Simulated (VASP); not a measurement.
# GaSb (scan) (F-43m) in VASP: notebook

Runs on GaSb (scan). Level: r2SCAN. Tasks: single point, relaxation of cell and atoms.

Everything below comes from runs of VASP 6.6.1. Logs are shortened: lines on timing, memory, paths and dates and some standing lists are left out, and cuts for length are marked.

## Step 1: The cell of the first run

The structure is cubic, space group F-43m (No. 216). Conventional cell: a = 6.096 Å, b = 6.096 Å, c = 6.096 Å, α = 90.00°, β = 90.00°, γ = 90.00°. Ga (site symmetry -43m) has 4 Sb at 2.64 Å within 3.5 Å. Sb (site symmetry -43m) has 4 Ga at 2.64 Å within 3.5 Å.

## Step 2: Single point, r2SCAN

The input, POSCAR:

```
GaSb
1.0
    0.0000000000      3.0480000000      3.0480000000
    3.0480000000      0.0000000000      3.0480000000
    3.0480000000      3.0480000000      0.0000000000
Ga Sb
1 1
Direct
    0.0000000000      0.0000000000      0.0000000000
    0.2500000000      0.2500000000      0.2500000000
```

The input, INCAR.step1:

```
  PREC = Accurate
  ENCUT = 520
  ISMEAR = 0
  SIGMA = 0.1
  LREAL = False
  LASPH = True
  NELM = 100
  NBANDS = 16
  GGA = PE
  ALGO = Normal
  EDIFF = 1E-4
  LWAVE = True
  LCHARG = False
```

The input, INCAR.step2:

```
  PREC = Accurate
  ENCUT = 520
  EDIFF = 1E-7
  ISMEAR = 0
  SIGMA = 0.1
  LREAL = False
  LASPH = True
  NELM = 100
  ALGO = Normal
  ISIF = 2
  LWAVE = False
  LCHARG = False
  METAGGA = R2SCAN
  LMIXTAU = True
  NBANDS = 16
  ISTART = 1
```

The input, KPOINTS:

```
regular mesh
0
Gamma
  6 6 6
```

Potentials or basis: VASP PAW PBE potentials, release 64 (Ga_d, Sb).

Run with:

```bash
> cat potpaw_PBE.64/Ga_d/POTCAR potpaw_PBE.64/Sb/POTCAR > POTCAR
> cp INCAR.step1 INCAR
> mpirun -np 1 vasp_std > vasp.out
> cp INCAR.step2 INCAR
> mpirun -np 1 vasp_std > vasp.out
```

OUTCAR:

```text
PREC = Accurate
   ENCUT = 520
   EDIFF = 1E-7
   ISMEAR = 0
   LREAL = False
   LASPH = True
   NELM = 100
   ISIF = 2
   METAGGA = R2SCAN
   ISTART = 1

 ion  position               nearest neighbor table
   1  0.000  0.000  0.000-   2 2.64   2 2.64   2 2.64   2 2.64
   2  0.250  0.250  0.250-   1 2.64   1 2.64   1 2.64   1 2.64

  LATTYP: Found a face centered cubic cell.
 ALAT       =     6.0960000000

  Lattice vectors:

 A1 = (   0.0000000000,   3.0480000000,   3.0480000000)
 A2 = (   3.0480000000,   0.0000000000,   3.0480000000)
 A3 = (   3.0480000000,   3.0480000000,   0.0000000000)

Analysis of symmetry for initial positions (statically):
=====================================================================
 Subroutine PRICEL returns:
 Original cell was already a primitive cell.

 Routine SETGRP: Setting up the symmetry group for a
 face centered cubic supercell.

 Subroutine GETGRP returns: Found 24 space group operations
 (whereof 24 operations were pure point group operations)
 out of a pool of 48 trial point group operations.

The static configuration has the point symmetry T_d .

Analysis of symmetry for dynamics (positions and initial velocities):
=====================================================================
 Subroutine PRICEL returns:
 Original cell was already a primitive cell.

 Routine SETGRP: Setting up the symmetry group for a
 face centered cubic supercell.

 Subroutine GETGRP returns: Found 24 space group operations
 (whereof 24 operations were pure point group operations)
 out of a pool of 48 trial point group operations.

The dynamic configuration has the point symmetry T_d .

 Subroutine INISYM returns: Found 24 space group operations
 (whereof 24 operations are pure point group operations),
 and found     1 'primitive' translations

----------------------------------------------------------------------------------------

                                     Primitive cell

  volume of cell :      56.6337

  direct lattice vectors                    reciprocal lattice vectors
     0.000000000  3.048000000  3.048000000    -0.164041995  0.164041995  0.164041995
     3.048000000  0.000000000  3.048000000     0.164041995 -0.164041995  0.164041995
     3.048000000  3.048000000  0.000000000     0.164041995  0.164041995 -0.164041995

  length of vectors
     4.310522938  4.310522938  4.310522938     0.284129069  0.284129069  0.284129069

[... 70 lines left out ...]
   NELM   =    100;   NELMIN=  2; NELMDL=  0     # of ELM steps
   EDIFF  = 0.1E-06   stopping-criterion for ELM
   LREAL  =      F    real-space projection
   EDIFFG = 0.1E-05   stopping-criterion for IOM
   NSW    =      0    number of steps for IOM
   IBRION =     -1    ionic relax: 0-MD 1-quasi-New 2-CG
   NFREE  =      0    steps in history (QN), initial steepest desc. (CG)
   ISIF   =      2    stress and relaxation
   ISYM   =      2    0-nonsym 1-usesym 2-fastsym
   POTIM  = 0.5000    time-step for ionic-motion
   TEBEG  =    0.0;   TEEND  =   0.0 temperature during run
   PSTRESS=    0.0 pullay stress
   NELECT =      18.0000    total number of electrons
   NUPDOWN=      -1.0000    fix difference up-down
   EMIN   =  10.00;   EMAX   =-10.00  energy-range for DOS
   EFERMI =   0.00;   METHOD = LEGACY
   ISMEAR =     0;   SIGMA  =   0.10  broadening in eV -4-tet -1-fermi 0-gaus
   EFERMI_NEDOS =   21; number of points for ismear=-14 and -15
   IALGO  =     38    algorithm
   IMIX   =      4    mixing-type and parameters
     AMIX     =   0.40;   BMIX     =  1.00
     AMIX_MAG =   1.60;   BMIX_MAG =  1.00
  volume/ion in A,a.u.               =      28.32       191.09
  Fermi-wavevector in a.u.,A,eV,Ry     =   1.117225  2.111249 16.982684  1.248192
  Thomas-Fermi vector in A             =   2.253846
   LORBIT       =      0    0 simple, 1 ext, 2 COOP (PROOUT), +10 PAW based schemes
   METAGGA = R2SCAN    functional components
   LHFCALC =     F    Hartree Fock is set to
   AEXX    =    0.0000 exact exchange contribution
   IVDW    =     0    specifies the selected vdW correction
   LEPSILON=     F    determine dielectric tensor
   LRPA    =     F    only Hartree local field effects (RPA)
 non-spin polarized calculation
 Gauss-broadening in eV      SIGMA  =   0.10
  energy-cutoff  :      520.00
  volume of cell :       56.63
 maximum number of plane-waves:      1544
   NGX = 17   NGY = 17   NGZ = 17

 number of electron      17.9999984 magnetization

 Free energy of the ion-electron system (eV)
  ---------------------------------------------------
  ext. energy  EPLUGINS =         0.00000000
  ---------------------------------------------------
  free energy    TOTEN  =       -37.57548949 eV

  energy without entropy =      -37.57548872  energy(sigma->0) =      -37.57548910

 E-fermi :   5.0794     XC(G=0):  -9.7684

 val. band max:        4.8038777657   @ k =   0.0000   0.0000   0.0000
 cond. band min:       5.3355718165   @ k =   0.0000   0.0000   0.0000
 fundamental gap:      0.5316940509
 Fermi energy:         5.0794359445

 k-point     1 :       0.0000    0.0000    0.0000
  band No.  band energies     occupation
      1     -10.7240      2.00000
      2     -10.7240      2.00000
      3     -10.7240      2.00000
      4     -10.6654      2.00000
      5     -10.6654      2.00000
      6      -7.2064      2.00000
[... 281 lines left out ...]
      3     -10.6976      2.00000
      4     -10.6743      2.00000
      5     -10.6634      2.00000
      6      -4.5116      2.00000
[... 8 lines left out ...]
     15      15.4627      0.00000
     16      16.8535      0.00000

------------------------ aborting loop because EDIFF is reached ----------------------------------------

  FORCE on cell =-STRESS in cart. coord.  units (eV):
  Direction    XX          YY          ZZ          XY          YZ          ZX
  --------------------------------------------------------------------------------------
  -------------------------------------------------------------------------------------
  Total        0.3818931      0.3818931      0.3818931     -0.0000000      0.0000000      0.0000000
  in kB       10.8038249     10.8038249     10.8038249     -0.0000000      0.0000000      0.0000000
  external PRESSURE =      10.8038249 kB  Pullay stress =       0.0000000 kB

 VOLUME and BASIS-vectors are now :
 -----------------------------------------------------------------------------
  energy-cutoff  :      520.00
  volume of cell :       56.63
      direct lattice vectors                 reciprocal lattice vectors
     0.000000000  3.048000000  3.048000000    -0.164041995  0.164041995  0.164041995
     3.048000000  0.000000000  3.048000000     0.164041995 -0.164041995  0.164041995
     3.048000000  3.048000000  0.000000000     0.164041995  0.164041995 -0.164041995

 POSITION                                       TOTAL-FORCE (eV/Angst)
 -----------------------------------------------------------------------------------
      0.00000      0.00000      0.00000        -0.000000     -0.000000     -0.000000
      1.52400      1.52400      1.52400         0.000000      0.000000      0.000000
 -----------------------------------------------------------------------------------
    total drift:                               -0.000002     -0.000002     -0.000002

  FREE ENERGIE OF THE ION-ELECTRON SYSTEM (eV)
  ---------------------------------------------------
  free  energy   TOTEN  =       -37.5754894856 eV

  energy  without entropy=      -37.5754887214  energy(sigma->0) =      -37.57548910
```

It took 65 s on 1 thread of Intel Xeon Platinum 8259CL at 2.50GHz (Skylake/Cascade Lake), shared host; peak memory 0.18 GiB.

Results:

| Property | Result |
| --- | --- |
| Free energy | -37.5755 eV |
| Pressure | 1.1 GPa |
| Band gap on the k mesh | 0.53 eV, direct |

Levels at points of the mesh, in eV from the valence-band top:
| k point | band 5 | band 6 | band 7 | band 8 | band 9 | band 10 | band 11 | band 12 | band 13 | band 14 |
| --- | --- | --- | --- | --- | --- | --- | --- | --- | --- | --- |
| (0.00, 0.00, 0.00) | -15.47 | -12.01 | 0.00 | 0.00 | 0.00 | 0.53 | 2.97 | 2.97 | 2.97 | 6.36 |
| (0.50, 0.00, 0.00) | -15.47 | -10.26 | -6.64 | -1.23 | -1.23 | 0.71 | 4.01 | 4.01 | 6.92 | 10.05 |
| (0.50, 0.50, 0.00) | -15.46 | -9.35 | -7.10 | -2.74 | -2.74 | 1.11 | 1.46 | 9.34 | 9.34 | 10.89 |

Caveat: the PAW data sets were made with another functional, which shifts forces and pressure a little; spin-orbit coupling is left out, which moves the levels of the heavy elements.

## Step 3: Single point, r2SCAN

This run uses another cell than the first one, of 28.83 Å³/atom, 1.018 times its volume.

The input, POSCAR:

```
GaSb
1.0
    0.0000000000      3.0664655913      3.0664655913
    3.0664655913      0.0000000000      3.0664655913
    3.0664655913      3.0664655913      0.0000000000
Ga Sb
1 1
Direct
    0.0000000000      0.0000000000      0.0000000000
    0.2500000000      0.2500000000      0.2500000000
```

The input, INCAR.step1:

```
SYSTEM = GaSb
PREC = Accurate
ENCUT = 520
ISMEAR = 0
SIGMA = 0.02
LREAL = .False.
LASPH = .True.
NELM = 60
NBANDS = 16
GGA = PE
ALGO = Normal
EDIFF = 1E-4
LWAVE = .True.
LCHARG = .False.
```

The input, INCAR.step2:

```
SYSTEM = GaSb
PREC = Accurate
ENCUT = 520
EDIFF = 1E-6
ISMEAR = 0
SIGMA = 0.02
LREAL = .False.
LASPH = .True.
NELM = 60
ALGO = Normal
ISIF = 2
LWAVE = .False.
LCHARG = .True.
METAGGA = R2SCAN
LMIXTAU = .True.
LELF = .True.
LVHAR = .True.
NBANDS = 16
ISTART = 1
```

The input, KPOINTS:

```
Automatic mesh
0
Gamma
  8 8 8
  0 0 0
```

Potentials or basis: VASP PAW PBE potentials, release 64 (Ga_d, Sb).

Run with:

```bash
> cat potpaw_PBE.64/Ga_d/POTCAR potpaw_PBE.64/Sb/POTCAR > POTCAR
> cp INCAR.step1 INCAR
> mpirun -np 1 vasp_std > vasp.out
> cp INCAR.step2 INCAR
> mpirun -np 1 vasp_std > vasp.out
```

It took 72 s on 1 thread of Intel Xeon Platinum 8259CL at 2.50GHz (Skylake/Cascade Lake), shared host; peak memory 0.19 GiB.

It converged, with:

- Free energy: -37.6006 eV
- Pressure: 0.1 GPa
- Band gap on the k mesh: 0.39 eV, direct

Levels at points of the mesh, in eV from the valence-band top:
| k point | band 5 | band 6 | band 7 | band 8 | band 9 | band 10 | band 11 | band 12 | band 13 | band 14 |
| --- | --- | --- | --- | --- | --- | --- | --- | --- | --- | --- |
| (0.00, 0.00, 0.00) | -15.43 | -11.88 | 0.00 | 0.00 | 0.00 | 0.39 | 2.98 | 2.98 | 2.98 | 6.34 |
| (0.50, 0.00, 0.00) | -15.43 | -10.18 | -6.54 | -1.20 | -1.20 | 0.67 | 4.01 | 4.01 | 6.93 | 9.93 |
| (0.50, 0.50, 0.00) | -15.42 | -9.30 | -7.01 | -2.67 | -2.67 | 1.13 | 1.49 | 9.21 | 9.21 | 10.72 |

Caveat: the PAW data sets were made with another functional, which shifts forces and pressure a little; spin-orbit coupling is left out, which moves the levels of the heavy elements. A k mesh can miss the band edges.

## Step 4: Single point, r2SCAN

This run uses another cell than the first one, of 28.83 Å³/atom, 1.018 times its volume.

POSCAR is that of step 3.

The input, INCAR.step1:

```
SYSTEM = GaSb
ALGO = Normal
EDIFF = 1E-4
ENCUT = 520
GGA = PE
ISMEAR = 0
LASPH = .TRUE.
LCHARG = .FALSE.
LREAL = .FALSE.
LWAVE = .TRUE.
NBANDS = 16
NELM = 100
PREC = Accurate
SIGMA = 0.01
```

The input, INCAR.step2:

```
SYSTEM = GaSb
ALGO = Normal
EDIFF = 1E-6
ENCUT = 520
ISIF = 2
ISMEAR = 0
ISTART = 1
LASPH = .TRUE.
LCHARG = .TRUE.
LELF = .TRUE.
LMIXTAU = .TRUE.
LREAL = .FALSE.
LVHAR = .TRUE.
LWAVE = .FALSE.
METAGGA = R2SCAN
NBANDS = 16
NELM = 100
PREC = Accurate
SIGMA = 0.01
```

The input, KPOINTS:

```
k-points
0
G
  8 8 8
  0 0 0
```

Run with:

```bash
> cat potpaw_PBE.64/Ga_d/POTCAR potpaw_PBE.64/Sb/POTCAR > POTCAR
> cp INCAR.step1 INCAR
> mpirun -np 1 vasp_std > vasp.out
> cp INCAR.step2 INCAR
> mpirun -np 1 vasp_std > vasp.out
```

Wall time 74 s (1 thread of Intel Xeon Platinum 8259CL at 2.50GHz (Skylake/Cascade Lake), shared host); peak memory 0.19 GiB.

Results (log left out):

```yaml
Free_energy: -37.6006 eV
Pressure: 0.1 GPa
Band_gap_on_the_k_mesh: 0.39 eV, direct
```

Levels at points of the mesh, in eV from the valence-band top:
```csv
k point,band 5,band 6,band 7,band 8,band 9,band 10,band 11,band 12,band 13,band 14
"(0.00, 0.00, 0.00)",-15.43,-11.88,0.00,0.00,0.00,0.39,2.98,2.98,2.98,6.34
"(0.50, 0.00, 0.00)",-15.43,-10.18,-6.54,-1.20,-1.20,0.67,4.01,4.01,6.93,9.93
"(0.50, 0.50, 0.00)",-15.42,-9.30,-7.01,-2.67,-2.67,1.13,1.49,9.21,9.21,10.72
```

Caveat: the PAW data sets were made with another functional, which shifts forces and pressure a little; spin-orbit coupling is left out, which moves the levels of the heavy elements. A k mesh can miss the band edges.

## Step 5: Single point, r2SCAN

This run uses another cell than the first one, of 28.83 Å³/atom, 1.018 times its volume.

POSCAR is that of step 4.

The input, INCAR.step1:

```
ALGO = Normal ; EDIFF = 1E-4
ENCUT = 520 ; GGA = PE
ISMEAR = 0 ; LASPH = True
LCHARG = False ; LREAL = False
LWAVE = True ; NBANDS = 16
NELM = 80 ; PREC = Accurate
SIGMA = 0.01
```

The input, INCAR.step2:

```
ALGO = Normal ; EDIFF = 1E-6
ENCUT = 520 ; ISIF = 2
ISMEAR = 0 ; ISTART = 1
LASPH = True ; LCHARG = False
LMIXTAU = True ; LREAL = False
LWAVE = False ; METAGGA = R2SCAN
NBANDS = 16 ; NELM = 80
PREC = Accurate ; SIGMA = 0.01
```

The input, KPOINTS:

```
k-points
0
Gamma
  8 8 8
```

Run with:

```bash
> cat potpaw_PBE.64/Ga_d/POTCAR potpaw_PBE.64/Sb/POTCAR > POTCAR
> cp INCAR.step1 INCAR
> mpirun -np 1 vasp_std > vasp.out
> cp INCAR.step2 INCAR
> mpirun -np 1 vasp_std > vasp.out
```

Run time: 75 s. Hardware: 1 thread of Intel Xeon Platinum 8259CL at 2.50GHz (Skylake/Cascade Lake), shared host; peak memory 0.19 GiB.

The run converged. Its results:

* Free energy: -37.6006 eV
* Pressure: 0.1 GPa
* Band gap on the k mesh: 0.39 eV, direct

Levels at points of the mesh, in eV from the valence-band top:
```csv
k point,band 7,band 8,band 9,band 10,band 11,band 12
"(0.00, 0.00, 0.00)",0.00,0.00,0.00,0.39,2.98,2.98
"(0.50, 0.00, 0.00)",-6.54,-1.20,-1.20,0.67,4.01,4.01
"(0.50, 0.50, 0.00)",-7.01,-2.67,-2.67,1.13,1.49,9.21
```

Caveat: the PAW data sets were made with another functional, which shifts forces and pressure a little; spin-orbit coupling is left out, which moves the levels of the heavy elements.

(Continued in part 2 of 2.)
